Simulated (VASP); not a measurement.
BaTiO3, 10 atoms in the cell. The typed cell holds 10 atoms: a = 3.987 Å, b = 3.990 Å, c = 7.979 Å, α = 89.86°, β = 89.87°, γ = 89.87°. 

```yaml
Program: VASP 6.6.1
Task: single point
Functional: PBEsol
Potentials_or_basis: VASP PAW PBE potentials, release 64 (Ba_sv, Ti_sv, O)
Cutoff: 520 eV
k_mesh: 7 × 7 × 4
Occupations: fermi-dirac, width 0.05 eV
Spin: no spin polarisation
Dipole_correction: no
Further_INCAR_settings: ALGO = Normal; EDIFF = 1e-06; NBANDS = 51
```

Potentials or basis: VASP PAW PBE potentials, release 64 (Ba_sv, Ti_sv, O).

The run is started by

```sh
$ cat potpaw_PBE.64/Ba_sv/POTCAR potpaw_PBE.64/Ti_sv/POTCAR potpaw_PBE.64/O/POTCAR > POTCAR
$ mpirun -np 1 vasp_std > vasp.out
```

Hardware: 1 thread of Intel(R) Xeon(R) Platinum 8259CL CPU @ 2.50GHz (Skylake/Cascade Lake) (shared host).

Q: How long does it take, and how much memory?

A: Run time: 19 min on 1 thread of Intel(R) Xeon(R) Platinum 8259CL CPU @ 2.50GHz (Skylake/Cascade Lake), on a shared host, peak memory 0.59 GiB. Counts: scf iterations 17, k points 99.
